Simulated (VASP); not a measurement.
# P (P-1) in VASP: further runs, part 2 of 2

VASP 6.6.1. The steps go on from the part before.

## (3) Single point, r2SCAN (atoms displaced along a vibrational mode)

POSCAR reads:

```
P
1.0
    4.8269041647     -4.2903700230      0.0039727382
    4.8269041647      4.2903700230      0.0039727382
   -0.0191252913      0.0000000000      5.5570947015
P
8
Direct
    0.8795161828      0.8095921440      0.2497776141
    0.1204838172      0.1904078560      0.7502223859
    0.7339115343      0.6955123007      0.5725434636
    0.2660884657      0.3044876993      0.4274565364
    0.5375221612      0.7951407753      0.2583298477
    0.2443325897      0.4973109408      0.7568187275
    0.4624778388      0.2048592247      0.7416701523
    0.7556674103      0.5026890592      0.2431812725
```

INCAR.step1 reads:

```
SYSTEM = P
  PREC = Accurate
  ENCUT = 520
  ISMEAR = 0
  SIGMA = 0.05
  LREAL = .False.
  LASPH = .True.
  NELM = 100
  NBANDS = 30
  GGA = PE
  ALGO = Normal
  EDIFF = 1E-4
  LWAVE = .True.
  LCHARG = .False.
```

INCAR.step2 reads:

```
SYSTEM = P
  PREC = Accurate
  ENCUT = 520
  EDIFF = 1E-6
  ISMEAR = 0
  SIGMA = 0.05
  LREAL = .False.
  LASPH = .True.
  NELM = 100
  ALGO = Normal
  ISIF = 2
  LWAVE = .False.
  LCHARG = .False.
  METAGGA = R2SCAN
  LMIXTAU = .True.
  NBANDS = 30
  ISTART = 1
```

KPOINTS reads:

```
Automatic mesh
0
Gamma
  4 4 4
  0 0 0
```

Potentials or basis: VASP PAW PBE potentials, release 64 (P).

Launch:

```sh
$ cat potpaw_PBE.64/P/POTCAR > POTCAR
$ cp INCAR.step1 INCAR
$ mpirun -np 1 vasp_std > vasp.out
$ cp INCAR.step2 INCAR
$ mpirun -np 1 vasp_std > vasp.out
```

OUTCAR:

```text
SYSTEM = P
   PREC = Accurate
   ENCUT = 520
   EDIFF = 1E-6
   ISMEAR = 0
   LREAL = .False.
   LASPH = .True.
   NELM = 100
   ISIF = 2
   METAGGA = R2SCAN
   ISTART = 1

 ion  position               nearest neighbor table
   1  0.880  0.810  0.250-   3 2.20   5 2.22   8 2.22
   2  0.120  0.190  0.750-   4 2.20   7 2.22   6 2.22
   3  0.734  0.696  0.573-   1 2.20   8 2.21   5 2.21
   4  0.266  0.304  0.427-   2 2.20   6 2.21   7 2.21
   5  0.538  0.795  0.258-   3 2.21   8 2.22   1 2.22
   6  0.244  0.497  0.757-   4 2.21   7 2.22   2 2.22
   7  0.462  0.205  0.742-   4 2.21   6 2.22   2 2.22
   8  0.756  0.503  0.243-   3 2.21   5 2.22   1 2.22

  LATTYP: Found a base centered monoclinic cell.
 ALAT       =     9.6538115991
 B/A-ratio  =     0.8888447799
 C/A-ratio  =     0.5756407772
 COS(beta)  =    -0.0026185419

  Lattice vectors:

 A1 = (   4.8269041647,  -4.2903700230,   0.0039727382)
 A2 = (   4.8269041647,   4.2903700230,   0.0039727382)
 A3 = (  -0.0191252913,   0.0000000000,   5.5570947015)

Analysis of symmetry for initial positions (statically):
=====================================================================
 Subroutine PRICEL returns:
 Original cell was already a primitive cell.

 Routine SETGRP: Setting up the symmetry group for a
 base centered monoclinic supercell.

 Subroutine GETGRP returns: Found  2 space group operations
 (whereof  2 operations were pure point group operations)
 out of a pool of  4 trial point group operations.

The static configuration has the point symmetry S_2 .

Analysis of symmetry for dynamics (positions and initial velocities):
=====================================================================
 Subroutine PRICEL returns:
 Original cell was already a primitive cell.

 Routine SETGRP: Setting up the symmetry group for a
 base centered monoclinic supercell.

[... 132 lines left out ...]
   EFERMI_NEDOS =   21; number of points for ismear=-14 and -15
   IALGO  =     38    algorithm
   IMIX   =      4    mixing-type and parameters
     AMIX     =   0.40;   BMIX     =  1.00
     AMIX_MAG =   1.60;   BMIX_MAG =  1.00
  volume/ion in A,a.u.               =      28.77       194.16
  Fermi-wavevector in a.u.,A,eV,Ry     =   0.913582  1.726419 11.355849  0.834631
  Thomas-Fermi vector in A             =   2.038110
   LORBIT       =      0    0 simple, 1 ext, 2 COOP (PROOUT), +10 PAW based schemes
   METAGGA = R2SCAN    functional components
   LHFCALC =     F    Hartree Fock is set to
   AEXX    =    0.0000 exact exchange contribution
   IVDW    =     0    specifies the selected vdW correction
   LEPSILON=     F    determine dielectric tensor
   LRPA    =     F    only Hartree local field effects (RPA)
 non-spin polarized calculation
 Gauss-broadening in eV      SIGMA  =   0.05
  energy-cutoff  :      520.00
  volume of cell :      230.17
 maximum number of plane-waves:      6220
   NGX = 25   NGY = 25   NGZ = 21

 number of electron      40.0000005 magnetization

 Free energy of the ion-electron system (eV)
  ---------------------------------------------------
  ext. energy  EPLUGINS =         0.00000000
  ---------------------------------------------------
  free energy    TOTEN  =       -70.69432217 eV

  energy without entropy =      -70.69432217  energy(sigma->0) =      -70.69432217

 E-fermi :   1.0523     XC(G=0):  -8.1756

 val. band max:        0.8052134519   @ k =   0.0000   0.5000   0.5000
 cond. band min:       3.9890252410   @ k =   0.0000   0.0000   0.0000
 fundamental gap:      3.1838117891
 Fermi energy:         1.0523386311

 k-point     1 :       0.0000    0.0000    0.0000
  band No.  band energies     occupation
      1     -14.2304      2.00000
      2     -13.9950      2.00000
      3      -7.3783      2.00000
      4      -7.2272      2.00000
      5      -7.0477      2.00000
      6      -6.8420      2.00000
[... 781 lines left out ...]
     29       6.1983      0.00000
     30       6.5879      0.00000

 [... further k-points ...]
[... 5 lines left out ...]
  --------------------------------------------------------------------------------------
  -------------------------------------------------------------------------------------
  Total       -3.1756280     -2.9716807     -1.6014445     -0.1035731     -0.0051991     -0.3232440
  in kB      -22.1053685    -20.6857026    -11.1475654     -0.7209667     -0.0361905     -2.2500832
  external PRESSURE =     -17.9795455 kB  Pullay stress =       0.0000000 kB

 VOLUME and BASIS-vectors are now :
 -----------------------------------------------------------------------------
  energy-cutoff  :      520.00
  volume of cell :      230.17
      direct lattice vectors                 reciprocal lattice vectors
     4.826904165 -4.290370023  0.003972738     0.103585770 -0.116540065  0.000356501
     4.826904165  4.290370023  0.003972738     0.103585770  0.116540065  0.000356501
    -0.019125291  0.000000000  5.557094701    -0.000148106  0.000000000  0.179949636

 POSITION                                       TOTAL-FORCE (eV/Angst)
 -----------------------------------------------------------------------------------
      8.14839     -0.30000      1.39475        -0.750815      0.146786      0.081082
      1.48630      0.30000      4.17029         0.750815     -0.146786     -0.081082
      6.88874     -0.16475      3.18736        -0.093675      0.054496     -0.468733
      2.74594      0.16475      2.37768         0.093675     -0.054496      0.468733
      6.42770      1.10528      1.44086         0.283766     -0.789126      0.156234
      3.56537      1.08537      4.20866        -0.560392     -0.644030     -0.228938
      3.20699     -1.10528      4.12418        -0.283766      0.789126     -0.156234
      6.06932     -1.08537      1.35638         0.560392      0.644030      0.228938
 -----------------------------------------------------------------------------------
    total drift:                               -0.000000     -0.000000     -0.000000

  FREE ENERGIE OF THE ION-ELECTRON SYSTEM (eV)
  ---------------------------------------------------
  free  energy   TOTEN  =       -70.6943221654 eV

  energy  without entropy=      -70.6943221654  energy(sigma->0) =      -70.69432217
```

OUTCAR.step1:

```text
SYSTEM = P
   PREC = Accurate
   ENCUT = 520
   ISMEAR = 0
   LREAL = .False.
   LASPH = .True.
[... 1039 lines left out ...]
      3.56537      1.08537      4.20866        -0.264733     -0.274370     -0.051142
      3.20699     -1.10528      4.12418        -0.142568      0.331658     -0.004207
      6.06932     -1.08537      1.35638         0.264733      0.274370      0.051142
 -----------------------------------------------------------------------------------
    total drift:                               -0.000000     -0.000000     -0.000000

  FREE ENERGIE OF THE ION-ELECTRON SYSTEM (eV)
  ---------------------------------------------------
  free  energy   TOTEN  =       -42.1008247369 eV

  energy  without entropy=      -42.1008247369  energy(sigma->0) =      -42.10082474
```

OSZICAR.step1:

```text
N       E                     dE             d eps       ncg     rms          rms(c)
DAV:   1     0.173466379479E+03    0.17347E+03   -0.15578E+04  2160   0.109E+03
DAV:   2    -0.287166689836E+02   -0.20218E+03   -0.19594E+03  2782   0.184E+02
DAV:   3    -0.430323123248E+02   -0.14316E+02   -0.14203E+02  2616   0.520E+01
DAV:   4    -0.433414122796E+02   -0.30910E+00   -0.30814E+00  3124   0.898E+00
DAV:   5    -0.433492784797E+02   -0.78662E-02   -0.78631E-02  2988   0.135E+00    0.161E+01
DAV:   6    -0.421593165586E+02    0.11900E+01   -0.27149E+00  2472   0.640E+00    0.814E+00
DAV:   7    -0.421112960173E+02    0.48021E-01   -0.16310E+00  2564   0.457E+00    0.253E+00
DAV:   8    -0.420996339573E+02    0.11662E-01   -0.28849E-01  2430   0.239E+00    0.106E+00
DAV:   9    -0.421008369258E+02   -0.12030E-02   -0.17454E-02  2772   0.669E-01    0.318E-01
DAV:  10    -0.421006122569E+02    0.22467E-03   -0.29548E-03  2728   0.277E-01    0.170E-01
DAV:  11    -0.421008860793E+02   -0.27382E-03   -0.17950E-03  2644   0.181E-01    0.148E-01
DAV:  12    -0.421008247369E+02    0.61342E-04   -0.15383E-04  1776   0.638E-02
   1 F= -.42100825E+02 E0= -.42100825E+02  d E =-.136071E-12
```

Run time: 22 min. Hardware: 1 thread of AMD EPYC 7R13, shared host; peak memory 0.39 GiB.

What came out:

| Quantity | Value |
| --- | --- |
| Free energy | -70.6943 eV |
| Pressure | -1.8 GPa |
| Largest force | 0.884 eV/Å |
| Band gap on the k mesh | 3.18 eV (least direct gap 3.36 eV) |

Forces on the atoms (eV/Å):
```
P   -0.751  0.147  0.081
P    0.751 -0.147 -0.081
P   -0.094  0.054 -0.469
P    0.094 -0.054  0.469
P    0.284 -0.789  0.156
P   -0.560 -0.644 -0.229
P   -0.284  0.789 -0.156
P    0.560  0.644  0.229
```

Levels at points of the mesh, in eV from the valence-band top:
| k point | band 17 | band 18 | band 19 | band 20 | band 21 | band 22 | band 23 | band 24 |
| --- | --- | --- | --- | --- | --- | --- | --- | --- |
| (0.00, 0.00, 0.00) | -0.79 | -0.76 | -0.58 | -0.47 | 3.18 | 3.52 | 3.66 | 3.89 |
| (0.50, 0.00, 0.00) | -0.69 | -0.65 | -0.50 | -0.49 | 3.50 | 3.62 | 3.97 | 4.06 |
| (0.00, 0.50, 0.00) | -0.90 | -0.76 | -0.42 | -0.38 | 3.44 | 3.82 | 3.90 | 4.17 |
| (0.50, 0.50, 0.00) | -0.84 | -0.80 | -0.43 | -0.36 | 3.39 | 3.71 | 3.73 | 3.77 |
| (0.00, 0.00, 0.50) | -1.06 | -0.97 | -0.55 | -0.31 | 4.08 | 4.23 | 4.39 | 4.60 |
| (0.50, 0.00, 0.50) | -0.89 | -0.57 | -0.40 | -0.31 | 3.50 | 3.72 | 3.93 | 3.96 |
| (0.00, 0.50, 0.50) | -0.95 | -0.59 | -0.44 | 0.00 | 3.36 | 3.67 | 4.26 | 4.33 |
| (0.50, 0.50, 0.50) | -0.81 | -0.78 | -0.68 | -0.59 | 3.59 | 3.68 | 3.86 | 4.11 |

Caveat: the cell differs from its parent crystal (atoms displaced along a vibrational mode); the PAW data sets were made with another functional, which shifts forces and pressure a little.
